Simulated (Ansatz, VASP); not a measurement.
# One calculation of AgSb3, two programs

```xyz
4
Lattice="4.6854 0.0000 0.0000 0.0000 4.6854 0.0000 0.0000 0.0000 4.6854" Properties=species:S:1:pos:R:3 pbc="T T T"
Ag    0.0000    0.0000    0.0000
Sb    0.0000    2.3427    2.3427
Sb    2.3427    0.0000    2.3427
Sb    2.3427    2.3427    0.0000
```

Alike in both runs: functional PBE; k mesh 10 × 10 × 10; occupations gaussian, width 0.1 eV; no spin polarisation.

Ansatz relaxed the structure, and its values are those at the end. VASP's run is a single point on that final structure, the one shown.

```csv
,VASP,Ansatz
version,VASP 6.6.1,Ansatz 0.2.0
potentials or method,"VASP PAW PBE potentials, release 64 (Ag, Sb), cutoff 520 eV","scalar-relativistic, plane waves, PAW"
valence electrons in the cell,26,64
```

|  | VASP | Ansatz | Ansatz less VASP |
| --- | --- | --- | --- |
| gap on the k mesh at the Fermi level (eV) | none | none | - |
| pressure (GPa) | -0.1 | 0.0 | +0.10 |

A gap of «none» marks a metal or a gap that the smearing closes. VASP's potentials hold 26 valence electrons a cell and Ansatz's 64, so a difference there can come from the potentials and not from the codes.

Neither program's run includes spin-orbit coupling.
